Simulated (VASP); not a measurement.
# TaAl5 (P-62m) in VASP: a series of runs, part 2 of 2

VASP 6.6.1. The steps go on from the part before.

## (3) Single point, PBE

This run uses another cell than the first one, of 18.29 Å³/atom, 1.112 times its volume.

The input, INCAR:

```
SYSTEM = TaAl5
ALGO = Fast
EDIFF = 1E-7
ENCUT = 520
GGA = PE
ISIF = 2
ISMEAR = 0
LASPH = .TRUE.
LCHARG = .FALSE.
LREAL = .FALSE.
LWAVE = .FALSE.
NBANDS = 22
NELM = 60
PREC = Accurate
SIGMA = 0.1
```

The input, KPOINTS:

```
k-points
0
G
  6 6 4
  0 0 0
```

The input, POSCAR:

```
TaAl5
1.0
    5.1700982200      0.0000000000      0.0000000000
   -2.5850491100      4.4774363900      0.0000000000
    0.0000000000      0.0000000000      4.7404385500
Ta Al
1 5
Direct
    0.0000000000      0.0000000000      0.0000000000
    0.3130345300      0.0000000000      0.5000000000
    0.6869654700      0.6869654700      0.5000000000
    0.0000000000      0.3130345300      0.5000000000
    0.3333333300      0.6666666700      0.0000000000
    0.6666666700      0.3333333300      0.0000000000
```

Potentials or basis: VASP PAW PBE potentials, release 64 (Ta_pv, Al).

Run with:

```bash
$ cat potpaw_PBE.64/Ta_pv/POTCAR potpaw_PBE.64/Al/POTCAR > POTCAR
$ mpirun -np 1 vasp_std > vasp.out
```

OUTCAR:

```text
SYSTEM = TaAl5
   EDIFF = 1E-7
   ENCUT = 520
   GGA = PE
   ISIF = 2
   ISMEAR = 0
   LASPH = .TRUE.
   LREAL = .FALSE.
   NELM = 60
   PREC = Accurate

 ion  position               nearest neighbor table
   1  0.000  0.000  0.000-   3 2.87   4 2.87   3 2.87   4 2.87   2 2.87   2 2.87   6 2.98   5 2.98
                             5 2.98   6 2.98   6 2.98   5 2.98
   2  0.313  0.000  0.500-   4 2.80   3 2.80   1 2.87   1 2.87   5 2.96   5 2.96   6 2.96   6 2.96
                             4 3.08   3 3.08   4 3.08   3 3.08
   3  0.687  0.687  0.500-   4 2.80   2 2.80   1 2.87   1 2.87   6 2.96   6 2.96   5 2.96   5 2.96
                             2 3.08   4 3.08   4 3.08   2 3.08
   4  0.000  0.313  0.500-   3 2.80   2 2.80   1 2.87   1 2.87   6 2.96   6 2.96   5 2.96   5 2.96
                             2 3.08   3 3.08   3 3.08   2 3.08
   5  0.333  0.667  0.000-   2 2.96   2 2.96   4 2.96   4 2.96   3 2.96   3 2.96   6 2.98   1 2.98
                             6 2.98   1 2.98   1 2.98   6 2.98
   6  0.667  0.333  0.000-   4 2.96   4 2.96   2 2.96   2 2.96   3 2.96   3 2.96   5 2.98   1 2.98
                             5 2.98   1 2.98   1 2.98   5 2.98

  LATTYP: Found a hexagonal cell.
 ALAT       =     5.1700982200
 C/A-ratio  =     0.9168952597

  Lattice vectors:

 A1 = (   5.1700982200,   0.0000000000,   0.0000000000)
 A2 = (  -2.5850491100,   4.4774363900,   0.0000000000)
 A3 = (   0.0000000000,   0.0000000000,   4.7404385500)

Analysis of symmetry for initial positions (statically):
=====================================================================
 Subroutine PRICEL returns:
 Original cell was already a primitive cell.

 Routine SETGRP: Setting up the symmetry group for a
 hexagonal supercell.

 Subroutine GETGRP returns: Found 12 space group operations
 (whereof 12 operations were pure point group operations)
 out of a pool of 24 trial point group operations.

The static configuration has the point symmetry D_3h.

Analysis of symmetry for dynamics (positions and initial velocities):
[... 140 lines left out ...]
   GGA     = PE    functional components
   LHFCALC =     F    Hartree Fock is set to
   AEXX    =    0.0000 exact exchange contribution
   IVDW    =     0    specifies the selected vdW correction
   LEPSILON=     F    determine dielectric tensor
   LRPA    =     F    only Hartree local field effects (RPA)
 non-spin polarized calculation
 RMM-DIIS sequential band-by-band and
 Gauss-broadening in eV      SIGMA  =   0.10
  energy-cutoff  :      520.00
  volume of cell :      109.74
 maximum number of plane-waves:      3006
 NGX is ok and might be reduce to    40
   NGX = 19   NGY = 19   NGZ = 17

 number of electron      25.9999999 magnetization

 Free energy of the ion-electron system (eV)
  ---------------------------------------------------
  ext. energy  EPLUGINS =         0.00000000
  ---------------------------------------------------
  free energy    TOTEN  =       -30.25164038 eV

  energy without entropy =      -30.20644829  energy(sigma->0) =      -30.22904433

 E-fermi :   6.4219     XC(G=0): -10.2851

 val. band max:        6.4191168069   @ k =   0.1667   0.1667   0.2500
 cond. band min:       6.4368026569   @ k =   0.3333  -0.0000   0.0000
 fundamental gap:      0.0176858500
 Fermi energy:         6.4219489394

 k-point     1 :       0.0000    0.0000    0.0000
  band No.  band energies     occupation
      1     -27.6967      2.00000
      2     -27.5960      2.00000
      3     -27.5960      2.00000
      4      -3.4247      2.00000
      5       1.7690      2.00000
      6       2.9656      2.00000
[... 514 lines left out ...]
     21      12.8624      0.00000
     22      12.8696      0.00000

------------------------ aborting loop because EDIFF is reached ----------------------------------------

  FORCE on cell =-STRESS in cart. coord.  units (eV):
  Direction    XX          YY          ZZ          XY          YZ          ZX
  --------------------------------------------------------------------------------------
  -------------------------------------------------------------------------------------
  Total       -5.2583041     -5.2583041     -5.9132015     -0.0000000      0.0000000      0.0000000
  in kB      -76.7731825    -76.7731822    -86.3349255     -0.0000000      0.0000000      0.0000000
  external PRESSURE =     -79.9604301 kB  Pullay stress =       0.0000000 kB

 VOLUME and BASIS-vectors are now :
 -----------------------------------------------------------------------------
  energy-cutoff  :      520.00
  volume of cell :      109.74
      direct lattice vectors                 reciprocal lattice vectors
     5.170098220  0.000000000  0.000000000     0.193419923  0.111671045  0.000000000
    -2.585049110  4.477436390  0.000000000     0.000000000  0.223342090  0.000000000
     0.000000000  0.000000000  4.740438550     0.000000000  0.000000000  0.210950947

 POSITION                                       TOTAL-FORCE (eV/Angst)
 -----------------------------------------------------------------------------------
      0.00000      0.00000      0.00000        -0.000000      0.000000     -0.000000
      1.61842      0.00000      2.37022         0.207347      0.000000     -0.000000
      1.77584      3.07584      2.37022        -0.103674     -0.179568      0.000000
     -0.80921      1.40159      2.37022        -0.103674      0.179568     -0.000000
     -0.00000      2.98496      0.00000        -0.000000      0.000000     -0.000000
      2.58505      1.49248      0.00000        -0.000000     -0.000000     -0.000000
 -----------------------------------------------------------------------------------
    total drift:                                0.000000      0.000000      0.000000

  FREE ENERGIE OF THE ION-ELECTRON SYSTEM (eV)
  ---------------------------------------------------
  free  energy   TOTEN  =       -30.2516403803 eV

  energy  without entropy=      -30.2064482892  energy(sigma->0) =      -30.22904433
```

OSZICAR:

```text
N       E                     dE             d eps       ncg     rms          rms(c)
DAV:   1     0.801772068709E+02    0.80177E+02   -0.11453E+04   964   0.100E+03
DAV:   2    -0.273263832479E+02   -0.10750E+03   -0.10439E+03  1114   0.201E+02
DAV:   3    -0.310705553989E+02   -0.37442E+01   -0.36251E+01  1198   0.313E+01
DAV:   4    -0.311391828216E+02   -0.68627E-01   -0.68500E-01  1126   0.434E+00
DAV:   5    -0.311402508141E+02   -0.10680E-02   -0.10679E-02  1164   0.617E-01    0.111E+01
RMM:   6    -0.304968151590E+02    0.64344E+00   -0.20303E+00  1030   0.632E+00    0.503E+00
RMM:   7    -0.303047361703E+02    0.19208E+00   -0.33067E-01   967   0.257E+00    0.297E+00
RMM:   8    -0.302545341723E+02    0.50202E-01   -0.22090E-01  1087   0.232E+00    0.379E-01
RMM:   9    -0.302514682884E+02    0.30659E-02   -0.24970E-02  1113   0.815E-01    0.199E-01
RMM:  10    -0.302515746619E+02   -0.10637E-03   -0.57262E-03  1175   0.329E-01    0.109E-01
RMM:  11    -0.302516421371E+02   -0.67475E-04   -0.10272E-03  1184   0.145E-01    0.441E-02
RMM:  12    -0.302516375432E+02    0.45939E-05   -0.19637E-04  1131   0.684E-02    0.225E-02
RMM:  13    -0.302516399087E+02   -0.23654E-05   -0.67375E-05  1184   0.407E-02    0.131E-02
RMM:  14    -0.302516403283E+02   -0.41962E-06   -0.12911E-05  1128   0.199E-02    0.282E-03
RMM:  15    -0.302516403615E+02   -0.33181E-07   -0.49442E-06  1195   0.119E-02    0.440E-03
RMM:  16    -0.302516403337E+02    0.27737E-07   -0.10358E-06  1092   0.603E-03    0.787E-03
RMM:  17    -0.302516403803E+02   -0.46590E-07   -0.42465E-07   915   0.395E-03
   1 F= -.30251640E+02 E0= -.30229044E+02  d E =-.451921E-01
```

It took 26 s on 1 thread of Intel Xeon 6975P-C (Granite Rapids), shared host; peak memory 0.24 GiB.

What came out:

```
Free energy            : -30.2516 eV
Pressure               : -8.0 GPa
Largest force          : 0.207 eV/Å
Band gap on the k mesh : zero (band 13 reaches 6.64 eV, above the bottom of band 14 at 5.49 eV)
```

Forces on the atoms (eV/Å):
```
Ta   0.000  0.000  0.000
Al   0.207  0.000  0.000
Al  -0.104 -0.180  0.000
Al  -0.104  0.180  0.000
Al   0.000  0.000  0.000
Al   0.000  0.000  0.000
```

Stress tensor (GPa, compression positive):
```
-7.68  0.00  0.00
 0.00 -7.68  0.00
 0.00  0.00 -8.63
```

Caveat: spin-orbit coupling is left out, which moves the levels of the heavy elements.

## (4) Single point, PBE

The input, INCAR:

```
SYSTEM = TaAl5
ALGO = Fast
EDIFF = 1E-6
ENCUT = 520
GGA = PE
ISIF = 2
ISMEAR = 0
LASPH = .TRUE.
LCHARG = .TRUE.
LELF = .TRUE.
LREAL = .FALSE.
LVHAR = .TRUE.
LWAVE = .FALSE.
NBANDS = 22
NELM = 100
PREC = Accurate
SIGMA = 0.1
```

The input, KPOINTS:

```
k-points
0
G
  12 12 8
  0 0 0
```

The input, POSCAR:

```
TaAl5
1.0
    4.9929925489      0.0000000000      0.0000000000
   -2.4964962744      4.3240583883      0.0000000000
    0.0000000000      0.0000000000      4.5718687970
Ta Al
1 5
Direct
    0.0000000000      0.0000000000      0.0000000000
    0.3296204295      0.0000000000      0.5000000000
    0.6703795705      0.6703795705      0.5000000000
    0.0000000000      0.3296204295      0.5000000000
    0.3333333333      0.6666666667      0.0000000000
    0.6666666667      0.3333333333      0.0000000000
```

Potentials or basis: VASP PAW PBE potentials, release 64 (Ta_pv, Al).

Run with:

```bash
$ cat potpaw_PBE.64/Ta_pv/POTCAR potpaw_PBE.64/Al/POTCAR > POTCAR
$ mpirun -np 1 vasp_std > vasp.out
```

OUTCAR:

```text
SYSTEM = TaAl5
   EDIFF = 1E-6
   ENCUT = 520
   GGA = PE
   ISIF = 2
   ISMEAR = 0
   LASPH = .TRUE.
   LREAL = .FALSE.
   NELM = 100
   PREC = Accurate

 ion  position               nearest neighbor table
   1  0.000  0.000  0.000-   2 2.82   2 2.82   4 2.82   4 2.82   3 2.82   3 2.82   6 2.88   5 2.88
                             6 2.88   5 2.88   6 2.88   5 2.88
   2  0.330  0.000  0.500-   1 2.82   1 2.82   5 2.83   5 2.83   6 2.83   6 2.83   4 2.85   3 2.85
[... 818 lines left out ...]
  -------------------------------------------------------------------------------------
  Total       -0.0117109     -0.0117109     -0.0031899     -0.0000000      0.0000000      0.0000000
  in kB       -0.1900876     -0.1900876     -0.0517769     -0.0000000      0.0000000      0.0000000
  external PRESSURE =      -0.1439840 kB  Pullay stress =       0.0000000 kB

 VOLUME and BASIS-vectors are now :
 -----------------------------------------------------------------------------
  energy-cutoff  :      520.00
  volume of cell :       98.71
      direct lattice vectors                 reciprocal lattice vectors
     4.992992549  0.000000000  0.000000000     0.200280691  0.115632111  0.000000000
    -2.496496274  4.324058388  0.000000000     0.000000000  0.231264222  0.000000000
     0.000000000  0.000000000  4.571868797     0.000000000  0.000000000  0.218728937

 POSITION                                       TOTAL-FORCE (eV/Angst)
 -----------------------------------------------------------------------------------
      0.00000      0.00000      0.00000         0.000000     -0.000000     -0.000000
      1.64579      0.00000      2.28593         0.001277     -0.000000      0.000000
      1.67360      2.89876      2.28593        -0.000639     -0.001106      0.000000
     -0.82290      1.42530      2.28593        -0.000639      0.001106     -0.000000
     -0.00000      2.88271      0.00000         0.000000     -0.000000     -0.000000
      2.49650      1.44135      0.00000        -0.000000     -0.000000     -0.000000
 -----------------------------------------------------------------------------------
    total drift:                               -0.000000     -0.000000      0.000000

  FREE ENERGIE OF THE ION-ELECTRON SYSTEM (eV)
  ---------------------------------------------------
  free  energy   TOTEN  =       -30.5631702417 eV

  energy  without entropy=      -30.5328835266  energy(sigma->0) =      -30.54802688
```

stdout:

```text
POSCAR found type information on POSCAR TaAl
 POSCAR found :  2 types and       6 ions
 scaLAPACK will be used
 LDA part: xc-table for (Slater+PW92), standard interpolation
 POSCAR, INCAR and KPOINTS ok, starting setup
 FFT: planning ... GRIDC
 FFT: planning ... GRID_SOFT
 FFT: planning ... GRID
 WAVECAR not read
 entering main loop
```

Run time: 87 s. Hardware: 1 thread of Intel Xeon 6975P-C (Granite Rapids), shared host; peak memory 0.35 GiB.

What came out:

```yaml
Free_energy: -30.5632 eV
Pressure: 0.0 GPa
Band_gap_on_the_k_mesh: zero (band 13 reaches 7.61 eV, above the bottom of band 14 at 6.61 eV)
```

Levels at points of the mesh, in eV from the Fermi level:
```
           k point  band 11  band 12  band 13  band 14  band 15  band 16
(0.00, 0.00, 0.00)    -1.93    -1.93    -0.51    -0.51     2.07     2.07
(0.50, 0.00, 0.00)    -1.37    -0.94    -0.46    -0.07     2.00     2.43
(0.00, 0.00, 0.50)    -1.49    -1.16    -1.16    -0.86    -0.50     0.55
(0.50, 0.00, 0.50)    -2.19    -0.20     0.14     0.77     2.14     3.46
```

Caveat: spin-orbit coupling is left out, which moves the levels of the heavy elements.

## (5) The runs side by side

| cell | k mesh | further INCAR settings | gap on the mesh (eV) | pressure (GPa) | largest force (eV/Å) |
| --- | --- | --- | --- | --- | --- |
| a = 5.029, b = 5.029, c = 4.504 Å, angles 90.0, 90.0, 120.0°, 6 atoms | 6 × 6 × 4 | ALGO = Fast; EDIFF = 1e-06; NBANDS = 22 | none | 0.1 | 0.02 |
| a = 5.170, b = 5.170, c = 4.740 Å, angles 90.0, 90.0, 120.0°, 6 atoms | 6 × 6 × 4 | ALGO = Fast; EDIFF = 1e-07; NBANDS = 22 | none | -8.0 | 0.21 |
| a = 4.993, b = 4.993, c = 4.572 Å, angles 90.0, 90.0, 120.0°, 6 atoms | 12 × 12 × 8 | ALGO = Fast; EDIFF = 1e-06; NBANDS = 22 | none | 0.0 | - |

Alike in all rows: task single point; level PBE; potentials or basis VASP PAW PBE potentials, release 64 (Ta_pv, Al); no spin polarisation; cutoff (eV) 520; smearing gaussian 0.1 eV.

Caveats: spin-orbit coupling is left out, which moves the levels of the heavy elements.

Total energies depend on the potentials used, so only differences within one code and one set of settings carry meaning.
